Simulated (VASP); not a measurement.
# HgTe (R3m) in VASP: notebook

The runs below take HgTe through single point, with PBE.

Everything below comes from runs of VASP 6.6.1. Logs are shortened: lines on timing, memory, paths and dates and some standing lists are left out, and cuts for length are marked.

### Step 1. The cell of the first run

The structure is trigonal, space group R3m (No. 160). The conventional cell has a = 4.559 Å, b = 4.559 Å, c = 11.167 Å, α = 90.00°, β = 90.00°, γ = 120.00°. Hg (site symmetry 3m) has 4 Te at 2.74 to 2.81 Å within 3.6 Å. Within 3.6 Å of Te (site symmetry 3m) lie 4 Hg at 2.74 to 2.81 Å.

### Step 2. Single point, PBE

File INCAR:

```
SYSTEM = HgTe
ALGO = Normal
EDIFF = 1E-7
ENCUT = 520
GGA = PE
ISIF = 2
ISMEAR = 0
LASPH = .TRUE.
LCHARG = .FALSE.
LREAL = .FALSE.
LWAVE = .FALSE.
NBANDS = 16
NELM = 60
PREC = Accurate
SIGMA = 0.15
```

File KPOINTS:

```
k-points
0
G
  14 14 14
  0 0 0
```

File POSCAR:

```
HgTe
1.0
    0.0000000000      3.2235000000      3.2235000000
    3.2235000000      0.0000000000      3.2235000000
    3.2235000000      3.2235000000      0.0000000000
Hg Te
1 1
Direct
   -0.0044776661     -0.0044776661     -0.0044776661
    0.7500000000      0.7500000000      0.7500000000
```

Potentials or basis: VASP PAW PBE potentials, release 64 (Hg, Te).

On the command line:

```
> cat potpaw_PBE.64/Hg/POTCAR potpaw_PBE.64/Te/POTCAR > POTCAR
> mpirun -np 1 vasp_std > vasp.out
```

OUTCAR:

```text
SYSTEM = HgTe
   EDIFF = 1E-7
   ENCUT = 520
   GGA = PE
   ISIF = 2
   ISMEAR = 0
   LASPH = .TRUE.
   LREAL = .FALSE.
   NELM = 60
   PREC = Accurate

 ion  position               nearest neighbor table
   1  0.996  0.996  0.996-   2 2.74   2 2.81   2 2.81   2 2.81
   2  0.750  0.750  0.750-   1 2.74   1 2.81   1 2.81   1 2.81

  LATTYP: Found a face centered cubic cell.
 ALAT       =     6.4470000000

  Lattice vectors:

 A1 = (   0.0000000000,   3.2235000000,   3.2235000000)
 A2 = (   3.2235000000,   0.0000000000,   3.2235000000)
 A3 = (   3.2235000000,   3.2235000000,   0.0000000000)

Analysis of symmetry for initial positions (statically):
=====================================================================
 Subroutine PRICEL returns:
 Original cell was already a primitive cell.

 Routine SETGRP: Setting up the symmetry group for a
 face centered cubic supercell.

 Subroutine GETGRP returns: Found  6 space group operations
 (whereof  6 operations were pure point group operations)
 out of a pool of 48 trial point group operations.

The static configuration has the point symmetry C_3v.

Analysis of symmetry for dynamics (positions and initial velocities):
=====================================================================
 Subroutine PRICEL returns:
 Original cell was already a primitive cell.

 Routine SETGRP: Setting up the symmetry group for a
 face centered cubic supercell.

 Subroutine GETGRP returns: Found  6 space group operations
 (whereof  6 operations were pure point group operations)
 out of a pool of 48 trial point group operations.

The dynamic configuration has the point symmetry C_3v.

 Subroutine INISYM returns: Found  6 space group operations
 (whereof  6 operations are pure point group operations),
 and found     1 'primitive' translations

----------------------------------------------------------------------------------------

                                     Primitive cell

  volume of cell :      66.9905

  direct lattice vectors                    reciprocal lattice vectors
     0.000000000  3.223500000  3.223500000    -0.155110904  0.155110904  0.155110904
     3.223500000  0.000000000  3.223500000     0.155110904 -0.155110904  0.155110904
     3.223500000  3.223500000  0.000000000     0.155110904  0.155110904 -0.155110904

  length of vectors
     4.558717418  4.558717418  4.558717418     0.268659967  0.268659967  0.268659967

  position of ions in fractional coordinates (direct lattice)
     0.995522334  0.995522334  0.995522334
     0.750000000  0.750000000  0.750000000

  ion indices of the primitive-cell ions
   primitive index   ion index
                 1           1
                 2           2

----------------------------------------------------------------------------------------

 KPOINTS: k-points

Automatic generation of k-mesh.
 Grid dimensions read from file:
 generate k-points for:   14   14   14

 Generating k-lattice:

  Cartesian coordinates                     Fractional coordinates (reciprocal lattice)
    -0.011079350  0.011079350  0.011079350     0.071428571  0.000000000  0.000000000
     0.011079350 -0.011079350  0.011079350     0.000000000  0.071428571  0.000000000
     0.011079350  0.011079350 -0.011079350     0.000000000  0.000000000  0.071428571

  Length of vectors
     0.019189998  0.019189998  0.019189998

  Shift w.r.t. Gamma in fractional coordinates (k-lattice)
     0.000000000  0.000000000  0.000000000

 Subroutine IBZKPT returns following result:
 ===========================================

 Found    288 irreducible k-points:

 Following reciprocal coordinates:
            Coordinates               Weight
  0.000000  0.000000  0.000000      1.000000
  0.071429  0.000000  0.000000      6.000000
  0.071429  0.071429  0.071429      2.000000
  0.142857  0.000000  0.000000      6.000000
  0.142857  0.142857  0.142857      2.000000
  0.214286  0.000000  0.000000      6.000000
[... 16 lines left out ...]
  0.285714  0.071429  0.000000     12.000000
  0.071429  0.071429 -0.214286      6.000000
 [... further k-points ...]
   k-points           NKPTS =    288   k-points in BZ     NKDIM =    288   number of bands    NBANDS=     16
   number of dos      NEDOS =    301   number of ions     NIONS =      2
   total plane-waves  NPLWV =  46656
   dimension x,y,z NGX =    36 NGY =   36 NGZ =   36
   dimension x,y,z NGXF=    72 NGYF=   72 NGZF=   72
   ions per type =               1   1
   NGX,Y,Z   is equivalent  to a cutoff of  13.13, 13.13, 13.13 a.u.
   NGXF,Y,Z  is equivalent  to a cutoff of  26.26, 26.26, 26.26 a.u.
 SYSTEM =  HgTe
   PREC   = accura    normal or accurate (medium, high low for compatibility)
   ISTART =      0    job   : 0-new  1-cont  2-samecut
   ICHARG =      2    charge: 1-file 2-atom 10-const
   ISPIN  =      1    spin polarized calculation?
   LNONCOLLINEAR =      F non collinear calculations
   LSORBIT =      F    spin-orbit coupling
   LASPH  =      T    aspherical Exc in radial PAW
   ENCUT  =  520.0 eV  38.22 Ry    6.18 a.u.   8.48  8.48  8.48*2*pi/ulx,y,z
   NELM   =     60;   NELMIN=  2; NELMDL= -5     # of ELM steps
   EDIFF  = 0.1E-06   stopping-criterion for ELM
   LREAL  =      F    real-space projection
   EDIFFG = 0.1E-05   stopping-criterion for IOM
   NSW    =      0    number of steps for IOM
   IBRION =     -1    ionic relax: 0-MD 1-quasi-New 2-CG
   NFREE  =      0    steps in history (QN), initial steepest desc. (CG)
   ISIF   =      2    stress and relaxation
   ISYM   =      2    0-nonsym 1-usesym 2-fastsym
   POTIM  = 0.5000    time-step for ionic-motion
   TEBEG  =    0.0;   TEEND  =   0.0 temperature during run
   PSTRESS=    0.0 pullay stress
   NELECT =      18.0000    total number of electrons
   NUPDOWN=      -1.0000    fix difference up-down
   EMIN   =  10.00;   EMAX   =-10.00  energy-range for DOS
   EFERMI =   0.00;   METHOD = LEGACY
   ISMEAR =     0;   SIGMA  =   0.15  broadening in eV -4-tet -1-fermi 0-gaus
   EFERMI_NEDOS =   21; number of points for ismear=-14 and -15
   IALGO  =     38    algorithm
   IMIX   =      4    mixing-type and parameters
     AMIX     =   0.40;   BMIX     =  1.00
     AMIX_MAG =   1.60;   BMIX_MAG =  1.00
  volume/ion in A,a.u.               =      33.50       226.04
  Fermi-wavevector in a.u.,A,eV,Ry     =   1.056399  1.996305 15.183815  1.115979
  Thomas-Fermi vector in A             =   2.191633
   LORBIT       =      0    0 simple, 1 ext, 2 COOP (PROOUT), +10 PAW based schemes
   GGA     = PE    functional components
   LHFCALC =     F    Hartree Fock is set to
   AEXX    =    0.0000 exact exchange contribution
   IVDW    =     0    specifies the selected vdW correction
   LEPSILON=     F    determine dielectric tensor
   LRPA    =     F    only Hartree local field effects (RPA)
 non-spin polarized calculation
 Gauss-broadening in eV      SIGMA  =   0.15
  energy-cutoff  :      520.00
  volume of cell :       66.99
 maximum number of plane-waves:      1829
 NGX is ok and might be reduce to    36
   NGX = 17   NGY = 17   NGZ = 17

 number of electron      18.0000000 magnetization

 Free energy of the ion-electron system (eV)
  ---------------------------------------------------
  ext. energy  EPLUGINS =         0.00000000
  ---------------------------------------------------
  free energy    TOTEN  =        -3.56704636 eV

  energy without entropy =       -3.56684558  energy(sigma->0) =       -3.56694597

 E-fermi :   3.3189     XC(G=0):  -8.7798

 val. band max:        3.1947200766   @ k =   0.0000   0.0000   0.0000
 cond. band min:       3.5599723029   @ k =   0.0714   0.0000   0.0000
 fundamental gap:      0.3652522263
 Fermi energy:         3.3188841767

 k-point     1 :       0.0000    0.0000    0.0000
  band No.  band energies     occupation
      1      -8.8666      2.00000
      2      -4.2730      2.00000
      3      -4.1985      2.00000
      4      -4.1985      2.00000
      5      -3.6824      2.00000
      6      -3.6824      2.00000
[... 8 lines left out ...]
     15      12.7286      0.00000
     16      12.7286      0.00000

 k-point     2 :       0.0714    0.0000    0.0000
  band No.  band energies     occupation
      1      -8.8407      2.00000
      2      -4.2654      2.00000
      3      -4.1922      2.00000
      4      -4.1897      2.00000
      5      -3.6834      2.00000
      6      -3.6828      2.00000
[... 8 lines left out ...]
     15      12.2562      0.00000
     16      12.2694      0.00000

 k-point     3 :       0.0714    0.0714    0.0714
  band No.  band energies     occupation
      1      -8.8394      2.00000
      2      -4.2652      2.00000
      3      -4.1900      2.00000
      4      -4.1900      2.00000
      5      -3.6839      2.00000
      6      -3.6839      2.00000
[... 8 lines left out ...]
     15      12.2513      0.00000
     16      12.2513      0.00000

 k-point     4 :       0.1429    0.0000    0.0000
  band No.  band energies     occupation
      1      -8.7668      2.00000
      2      -4.2435      2.00000
      3      -4.1752      2.00000
      4      -4.1589      2.00000
      5      -3.6855      2.00000
      6      -3.6828      2.00000
[... 8 lines left out ...]
     15      11.8383      0.00000
     16      11.8411      0.00000
[... 324 lines left out ...]
 k-point    22 :       0.2143    0.1429    0.2143
  band No.  band energies     occupation
      1      -8.6672      2.00000
      2      -4.1936      2.00000
      3      -4.1477      2.00000
      4      -4.1272      2.00000
      5      -3.7001      2.00000
      6      -3.6788      2.00000
[... 8 lines left out ...]
     15      11.5089      0.00000
     16      12.1468      0.00000

 k-point    23 :       0.2857    0.0714    0.0000
  band No.  band energies     occupation
      1      -8.5524      2.00000
      2      -4.1786      2.00000
      3      -4.1324      2.00000
      4      -4.0131      2.00000
      5      -3.6921      2.00000
      6      -3.6694      2.00000
[... 8 lines left out ...]
     15      11.5967      0.00000
     16      12.1971      0.00000

 k-point    24 :       0.0714    0.0714   -0.2143
  band No.  band energies     occupation
      1      -8.5549      2.00000
      2      -4.1927      2.00000
      3      -4.1201      2.00000
      4      -4.0201      2.00000
      5      -3.6919      2.00000
      6      -3.6630      2.00000
[... 8 lines left out ...]
     15      11.6170      0.00000
     16      12.2275      0.00000

 [... further k-points ...]

------------------------ aborting loop because EDIFF is reached ----------------------------------------

  FORCE on cell =-STRESS in cart. coord.  units (eV):
  Direction    XX          YY          ZZ          XY          YZ          ZX
  --------------------------------------------------------------------------------------
  -------------------------------------------------------------------------------------
  Total        1.7525789      1.7525789      1.7525789      0.2142231      0.2142231      0.2142231
  in kB       41.9155465     41.9155465     41.9155465      5.1234665      5.1234665      5.1234665
  external PRESSURE =      41.9155465 kB  Pullay stress =       0.0000000 kB

 VOLUME and BASIS-vectors are now :
 -----------------------------------------------------------------------------
  energy-cutoff  :      520.00
  volume of cell :       66.99
      direct lattice vectors                 reciprocal lattice vectors
     0.000000000  3.223500000  3.223500000    -0.155110904  0.155110904  0.155110904
     3.223500000  0.000000000  3.223500000     0.155110904 -0.155110904  0.155110904
     3.223500000  3.223500000  0.000000000     0.155110904  0.155110904 -0.155110904

 POSITION                                       TOTAL-FORCE (eV/Angst)
 -----------------------------------------------------------------------------------
      6.41813      6.41813      6.41813         0.136049      0.136049      0.136049
      4.83525      4.83525      4.83525        -0.136049     -0.136049     -0.136049
 -----------------------------------------------------------------------------------
    total drift:                               -0.000027     -0.000027     -0.000027

  FREE ENERGIE OF THE ION-ELECTRON SYSTEM (eV)
  ---------------------------------------------------
  free  energy   TOTEN  =        -3.5670463561 eV

  energy  without entropy=       -3.5668455787  energy(sigma->0) =       -3.56694597
```

Run time: 4.8 min. Hardware: 1 thread of Intel Xeon 6975P-C (Granite Rapids), shared host; peak memory 0.45 GiB.

Results:

| Quantity | Value |
| --- | --- |
| Free energy | -3.5670 eV |
| Pressure | 4.2 GPa |
| Largest force | 0.236 eV/Å |
| Band gap on the k mesh | zero (filled and empty bands touch) |

Forces on the atoms (eV/Å):
```
Hg   0.136  0.136  0.136
Te  -0.136 -0.136 -0.136
```

Caveat: the cell differs from its parent crystal (all Hg atoms moved +0.050 Å, as atom 1 towards its neighbour atom 2 (Te) at 2.792 Å); spin-orbit coupling is left out, which moves the levels of the heavy elements.

### Step 3. Single point, PBE

File INCAR:

```
SYSTEM = HgTe
  ALGO = Normal
  EDIFF = 1E-6
  ENCUT = 520
  GGA = PE
  ISIF = 2
  ISMEAR = 0
  LASPH = .TRUE.
  LCHARG = .FALSE.
  LREAL = .FALSE.
  LWAVE = .FALSE.
  NBANDS = 16
  NELM = 100
  PREC = Accurate
  SIGMA = 0.15
```

KPOINTS is that of step 2.

POSCAR, as its differences from that of step 2:

```diff
@@ -8,3 +8,3 @@
 Direct
-   -0.0044776661     -0.0044776661     -0.0044776661
+    0.0022388331      0.0022388331      0.0022388331
     0.7500000000      0.7500000000      0.7500000000
```

Potentials or basis: VASP PAW PBE potentials, release 64 (Hg, Te).

On the command line:

```
> cat potpaw_PBE.64/Hg/POTCAR potpaw_PBE.64/Te/POTCAR > POTCAR
> mpirun -np 1 vasp_std > vasp.out
```

Wall time 4.2 min (1 thread of Intel Xeon 6975P-C (Granite Rapids), shared host); peak memory 0.44 GiB.

Results (log left out):

```yaml
Free_energy: -3.5715 eV
Pressure: 4.1 GPa
Largest_force: 0.099 eV/Å
```

Forces on the atoms (eV/Å):
```
Hg  -0.057 -0.057 -0.057
Te   0.057  0.057  0.057
```

Stress tensor (GPa, compression positive):
```
 4.15 -0.22 -0.22
-0.22  4.15 -0.22
-0.22 -0.22  4.15
```

Levels at points of the mesh, in eV from the Fermi level:
```
           k point  band 7  band 8  band 9  band 10  band 11  band 12
(0.00, 0.00, 0.00)   -0.84   -0.14   -0.14    -0.12     4.06     4.09
(0.50, 0.00, 0.00)   -5.70   -1.18   -1.11     0.59     4.84     4.95
(0.50, 0.50, 0.50)   -5.62   -1.12   -1.12     0.52     4.87     4.87
(0.50, 0.50, 0.00)   -5.61   -2.44   -2.44     1.76     2.33     8.11
```

Caveat: the cell differs from its parent crystal (all Hg atoms moved -0.025 Å, as atom 1 towards its neighbour atom 2 (Te) at 2.792 Å); spin-orbit coupling is left out, which moves the levels of the heavy elements.
